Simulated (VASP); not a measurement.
# Ca (C2/m) in VASP: single point with PBE

Aim: the single point of Ca with PBE.

All numbers are computed with VASP 6.6.1; they aren't measurements. Logs are shortened: lines on timing, memory, paths and dates and some standing lists are left out, and cuts for length are marked.

**1. The cell of the first run**

Symmetry: C2/m, No. 12, monoclinic system. Conventional cell: a = 5.912 Å, b = 4.560 Å, c = 4.170 Å, α = 90.00°, β = 129.18°, γ = 90.00°. Within 4.9 Å of Ca (site symmetry 2/m) lie 14 Ca at 3.73 to 4.60 Å.

**2. Single point, PBE (strained)**

Input file INCAR:

```
  ALGO = Normal
  EDIFF = 1E-6
  ENCUT = 520
  GGA = PE
  ISIF = 2
  ISMEAR = 0
  LASPH = T
  LCHARG = F
  LREAL = F
  LWAVE = F
  NBANDS = 11
  NELM = 100
  PREC = Accurate
  SIGMA = 0.1
```

Input file KPOINTS:

```
k-points
0
Gamma
  12 12 12
```

Input file POSCAR:

```
Ca
1.0
   -2.2801598183      2.4026944457      2.1864183187
    2.2801598183     -2.1960839644      1.9789526414
    2.2801598183      2.1960839644     -1.9789526414
Ca
1
Direct
    0.5000000000      0.5000000000      0.0000000000
```

Potentials or basis: VASP PAW PBE potentials, release 64 (Ca_sv).

Command:

```
$ cat potpaw_PBE.64/Ca_sv/POTCAR > POTCAR
$ mpirun -np 1 vasp_std > vasp.out
```

OUTCAR:

```text
EDIFF = 1E-6
   ENCUT = 520
   GGA = PE
   ISIF = 2
   ISMEAR = 0
   LASPH = T
   LREAL = F
   NELM = 100
   PREC = Accurate

 ion  position               nearest neighbor table
   1  0.500  0.500  0.000-

  LATTYP: Found a base centered monoclinic cell.
 ALAT       =     5.9123729029
 B/A-ratio  =     0.7713179990
 C/A-ratio  =     0.7053837809
 COS(beta)  =    -0.6318026368

  Lattice vectors:

 A1 = (   2.2801598183,   2.1960839644,  -1.9789526414)
 A2 = (  -2.2801598183,   2.1960839644,  -1.9789526414)
 A3 = (   0.0000000000,   0.2066104813,   4.1653709601)

Analysis of symmetry for initial positions (statically):
=====================================================================
 Subroutine PRICEL returns:
 Original cell was already a primitive cell.

 Routine SETGRP: Setting up the symmetry group for a
 base centered monoclinic supercell.

 Subroutine GETGRP returns: Found  4 space group operations
 (whereof  4 operations were pure point group operations)
 out of a pool of  4 trial point group operations.

The static configuration has the point symmetry C_2h.

Analysis of symmetry for dynamics (positions and initial velocities):
=====================================================================
 Subroutine PRICEL returns:
 Original cell was already a primitive cell.

 Routine SETGRP: Setting up the symmetry group for a
 base centered monoclinic supercell.

 Subroutine GETGRP returns: Found  4 space group operations
 (whereof  4 operations were pure point group operations)
 out of a pool of  4 trial point group operations.

The dynamic configuration has the point symmetry C_2h.

 Subroutine INISYM returns: Found  4 space group operations
 (whereof  4 operations are pure point group operations),
 and found     1 'primitive' translations

----------------------------------------------------------------------------------------

                                     Primitive cell

  volume of cell :      43.5801

  direct lattice vectors                    reciprocal lattice vectors
    -2.280159818  2.402694446  2.186418319     0.000000000  0.207081899  0.229802992
     2.280159818 -2.196083964  1.978952641     0.219282875 -0.010854829  0.240613077
     2.280159818  2.196083964 -1.978952641     0.219282875  0.217936728 -0.010810085

  length of vectors
     3.968941227  3.733385479  3.733385479     0.309341766  0.325726049  0.309351345

  position of ions in fractional coordinates (direct lattice)
     0.500000000  0.500000000  1.000000000

  ion indices of the primitive-cell ions
   primitive index   ion index
                 1           1

----------------------------------------------------------------------------------------

 KPOINTS: k-points

Automatic generation of k-mesh.
 Grid dimensions read from file:
 generate k-points for:   12   12   12

 Generating k-lattice:

  Cartesian coordinates                     Fractional coordinates (reciprocal lattice)
     0.000000000  0.017256825  0.019150249     0.083333333  0.000000000  0.000000000
     0.018273573 -0.000904569  0.020051090    -0.000000000  0.083333333  0.000000000
     0.018273573  0.018161394 -0.000900840     0.000000000 -0.000000000  0.083333333

  Length of vectors
     0.025778480  0.027143837  0.025779279

  Shift w.r.t. Gamma in fractional coordinates (k-lattice)
     0.000000000  0.000000000  0.000000000

 Subroutine IBZKPT returns following result:
 ===========================================

 Found    476 irreducible k-points:

 Following reciprocal coordinates:
            Coordinates               Weight
  0.000000  0.000000  0.000000      1.000000
  0.083333  0.000000  0.000000      2.000000
  0.166667  0.000000 -0.000000      2.000000
  0.250000  0.000000 -0.000000      2.000000
  0.333333  0.000000 -0.000000      2.000000
  0.416667 -0.000000  0.000000      2.000000
[... 16 lines left out ...]
  0.250000  0.166667  0.000000      4.000000
  0.333333  0.166667 -0.000000      4.000000
 [... further k-points ...]
   k-points           NKPTS =    476   k-points in BZ     NKDIM =    476   number of bands    NBANDS=     11
   number of dos      NEDOS =    301   number of ions     NIONS =      1
   total plane-waves  NPLWV =  23520
   dimension x,y,z NGX =    30 NGY =   28 NGZ =   28
   dimension x,y,z NGXF=    60 NGYF=   56 NGZF=   56
   ions per type =               1
   NGX,Y,Z   is equivalent  to a cutoff of  12.57, 12.47, 12.47 a.u.
   NGXF,Y,Z  is equivalent  to a cutoff of  25.13, 24.94, 24.94 a.u.
 SYSTEM =  unknown system
   PREC   = accura    normal or accurate (medium, high low for compatibility)
   ISTART =      0    job   : 0-new  1-cont  2-samecut
   ICHARG =      2    charge: 1-file 2-atom 10-const
   ISPIN  =      1    spin polarized calculation?
   LNONCOLLINEAR =      F non collinear calculations
   LSORBIT =      F    spin-orbit coupling
   LASPH  =      T    aspherical Exc in radial PAW
   ENCUT  =  520.0 eV  38.22 Ry    6.18 a.u.   7.38  6.94  6.94*2*pi/ulx,y,z
   NELM   =    100;   NELMIN=  2; NELMDL= -5     # of ELM steps
   EDIFF  = 0.1E-05   stopping-criterion for ELM
   LREAL  =      F    real-space projection
   EDIFFG = 0.1E-04   stopping-criterion for IOM
   NSW    =      0    number of steps for IOM
   IBRION =     -1    ionic relax: 0-MD 1-quasi-New 2-CG
   NFREE  =      0    steps in history (QN), initial steepest desc. (CG)
   ISIF   =      2    stress and relaxation
   ISYM   =      2    0-nonsym 1-usesym 2-fastsym
   POTIM  = 0.5000    time-step for ionic-motion
   TEBEG  =    0.0;   TEEND  =   0.0 temperature during run
   PSTRESS=    0.0 pullay stress
   NELECT =      10.0000    total number of electrons
   NUPDOWN=      -1.0000    fix difference up-down
   EMIN   =  10.00;   EMAX   =-10.00  energy-range for DOS
   EFERMI =   0.00;   METHOD = LEGACY
   ISMEAR =     0;   SIGMA  =   0.10  broadening in eV -4-tet -1-fermi 0-gaus
   EFERMI_NEDOS =   21; number of points for ismear=-14 and -15
   IALGO  =     38    algorithm
   IMIX   =      4    mixing-type and parameters
     AMIX     =   0.40;   BMIX     =  1.00
     AMIX_MAG =   1.60;   BMIX_MAG =  1.00
  volume/ion in A,a.u.               =      43.58       294.09
  Fermi-wavevector in a.u.,A,eV,Ry     =   1.002256  1.893989 13.667284  1.004517
  Thomas-Fermi vector in A             =   2.134731
   LORBIT       =      0    0 simple, 1 ext, 2 COOP (PROOUT), +10 PAW based schemes
   GGA     = PE    functional components
   LHFCALC =     F    Hartree Fock is set to
   AEXX    =    0.0000 exact exchange contribution
   IVDW    =     0    specifies the selected vdW correction
   LEPSILON=     F    determine dielectric tensor
   LRPA    =     F    only Hartree local field effects (RPA)
 non-spin polarized calculation
 Gauss-broadening in eV      SIGMA  =   0.10
  energy-cutoff  :      520.00
  volume of cell :       43.58
 maximum number of plane-waves:      1195
 NGX is ok and might be reduce to    30
   NGX = 15   NGY = 13   NGZ = 13

 number of electron      10.0000002 magnetization

 Free energy of the ion-electron system (eV)
  ---------------------------------------------------
  ext. energy  EPLUGINS =         0.00000000
  ---------------------------------------------------
  free energy    TOTEN  =        -1.89899771 eV

  energy without entropy =       -1.89240968  energy(sigma->0) =       -1.89570370

 E-fermi :   1.8552     XC(G=0):  -7.6357

 val. band max:        1.8460424721   @ k =  -0.4167  -0.3333   0.2500
 cond. band min:       1.8573981040   @ k =   0.5000   0.5000   0.5000
 fundamental gap:      0.0113556319
 Fermi energy:         1.8552096075

 k-point     1 :       0.0000    0.0000    0.0000
  band No.  band energies     occupation
      1     -40.2747      2.00000
      2     -21.2005      2.00000
      3     -21.1881      2.00000
      4     -21.1870      2.00000
      5      -2.1279      2.00000
      6       3.7232      0.00000
      7       4.1526      0.00000
      8       4.4307      0.00000
      9       4.9071      0.00000
     10       5.4294      0.00000
     11      11.3087      0.00000

 k-point     2 :       0.0833    0.0000    0.0000
  band No.  band energies     occupation
      1     -40.2740      2.00000
      2     -21.2053      2.00000
      3     -21.1899      2.00000
      4     -21.1896      2.00000
      5      -2.0134      2.00000
      6       3.6819      0.00000
      7       4.0421      0.00000
      8       4.4839      0.00000
      9       4.9467      0.00000
     10       5.3972      0.00000
     11      11.1808      0.00000

 k-point     3 :       0.1667    0.0000   -0.0000
  band No.  band energies     occupation
      1     -40.2723      2.00000
      2     -21.2221      2.00000
      3     -21.1950      2.00000
      4     -21.1929      2.00000
      5      -1.6771      2.00000
      6       3.5499      0.00000
      7       3.7219      0.00000
      8       4.6726      0.00000
      9       5.0650      0.00000
     10       5.3448      0.00000
     11      10.3253      0.00000

 k-point     4 :       0.2500    0.0000   -0.0000
  band No.  band energies     occupation
      1     -40.2700      2.00000
      2     -21.2470      2.00000
      3     -21.2020      2.00000
      4     -21.1954      2.00000
      5      -1.1416      2.00000
      6       3.2516      0.00000
      7       3.3596      0.00000
      8       5.0039      0.00000
      9       5.2480      0.00000
     10       5.3198      0.00000
     11       9.0279      0.00000

 k-point     5 :       0.3333    0.0000   -0.0000
  band No.  band energies     occupation
      1     -40.2676      2.00000
      2     -21.2722      2.00000
      3     -21.2090      2.00000
      4     -21.1974      2.00000
      5      -0.4494      2.00000
      6       2.6982      0.00000
      7       3.1751      0.00000
      8       5.3111      0.00000
      9       5.4235      0.00000
     10       5.4645      0.00000
     11       7.8529      0.00000
[... 211 lines left out ...]
 k-point    21 :       0.0833    0.1667   -0.0000
  band No.  band energies     occupation
      1     -40.2695      2.00000
      2     -21.2433      2.00000
      3     -21.2051      2.00000
      4     -21.1961      2.00000
      5      -1.2767      2.00000
      6       3.4622      0.00000
      7       3.6364      0.00000
      8       4.6640      0.00000
      9       5.1133      0.00000
     10       5.2491      0.00000
     11      10.2678      0.00000

 k-point    22 :       0.1667    0.1667   -0.0000
  band No.  band energies     occupation
      1     -40.2674      2.00000
      2     -21.2608      2.00000
      3     -21.2133      2.00000
      4     -21.2007      2.00000
      5      -0.7381      2.00000
      6       3.1589      0.00000
      7       3.2846      0.00000
      8       5.0399      0.00000
      9       5.0813      0.00000
     10       5.4849      0.00000
     11       8.8797      0.00000

 k-point    23 :       0.2500    0.1667    0.0000
  band No.  band energies     occupation
      1     -40.2655      2.00000
      2     -21.2768      2.00000
      3     -21.2227      2.00000
      4     -21.2040      2.00000
      5      -0.0509      2.00000
      6       2.6624      0.00000
      7       3.0926      0.00000
      8       5.0882      0.00000
      9       5.4937      0.00000
     10       5.6769      0.00000
     11       7.6172      0.00000

 k-point    24 :       0.3333    0.1667   -0.0000
  band No.  band energies     occupation
      1     -40.2641      2.00000
      2     -21.2866      2.00000
      3     -21.2313      2.00000
      4     -21.2053      2.00000
      5       0.7091      2.00000
      6       2.0987      0.00057
      7       2.9630      0.00000
      8       5.1229      0.00000
      9       5.7402      0.00000
     10       5.9463      0.00000
     11       6.7714      0.00000

 [... further k-points ...]

------------------------ aborting loop because EDIFF is reached ----------------------------------------

  FORCE on cell =-STRESS in cart. coord.  units (eV):
  Direction    XX          YY          ZZ          XY          YZ          ZX
  --------------------------------------------------------------------------------------
  -------------------------------------------------------------------------------------
  Total       -0.1573743     -0.1549609     -0.0944121     -0.0000000     -0.3304133      0.0000000
  in kB       -5.7857000     -5.6969728     -3.4709623     -0.0000000    -12.1472953      0.0000000
  external PRESSURE =      -4.9845450 kB  Pullay stress =       0.0000000 kB

 VOLUME and BASIS-vectors are now :
 -----------------------------------------------------------------------------
  energy-cutoff  :      520.00
  volume of cell :       43.58
      direct lattice vectors                 reciprocal lattice vectors
    -2.280159818  2.402694446  2.186418319     0.000000000  0.207081899  0.229802992
     2.280159818 -2.196083964  1.978952641     0.219282875 -0.010854829  0.240613077
     2.280159818  2.196083964 -1.978952641     0.219282875  0.217936728 -0.010810085

 POSITION                                       TOTAL-FORCE (eV/Angst)
 -----------------------------------------------------------------------------------
      0.00000      0.10331      2.08269         0.000000      0.000000      0.000000
 -----------------------------------------------------------------------------------
    total drift:                                0.000000     -0.000000      0.000000

  FREE ENERGIE OF THE ION-ELECTRON SYSTEM (eV)
  ---------------------------------------------------
  free  energy   TOTEN  =        -1.8989977148 eV

  energy  without entropy=       -1.8924096849  energy(sigma->0) =       -1.89570370
```

It took 75 s on 1 thread of Intel Xeon 6975P-C (Granite Rapids), shared host; peak memory 0.34 GiB.

What came out:

```
Free energy            : -1.8990 eV
Pressure               : -0.5 GPa
Band gap on the k mesh : zero (band 5 reaches 2.07 eV, above the bottom of band 6 at 1.63 eV)
```

Stress tensor (GPa, compression positive):
```
-0.58  0.00  0.00
 0.00 -0.57 -1.21
 0.00 -1.21 -0.35
```

Levels at points of the mesh, in eV from the Fermi level:
```csv
k point,band 1,band 2,band 3,band 4,band 5,band 6,band 7,band 8,band 9,band 10
"(0.00, 0.00, 0.00)",-42.13,-23.06,-23.04,-23.04,-3.98,1.87,2.30,2.58,3.05,3.57
"(0.50, 0.00, 0.00)",-42.12,-23.15,-23.07,-23.05,-1.01,-0.22,1.15,3.42,3.87,4.13
"(0.00, 0.50, 0.00)",-42.12,-23.19,-23.08,-23.05,-0.77,0.12,1.14,3.23,3.76,4.22
"(0.50, 0.50, 0.00)",-42.12,-23.18,-23.08,-23.04,-1.00,-0.21,1.66,2.90,3.40,4.15
"(0.00, 0.50, 0.50)",-42.11,-23.20,-23.11,-23.05,-0.61,0.45,1.24,2.96,3.60,4.40
"(0.50, 0.50, 0.50)",-42.11,-23.17,-23.14,-23.10,0.00,0.20,3.31,3.39,3.83,3.97
```

Caveat: the cell differs from its parent crystal (strained).
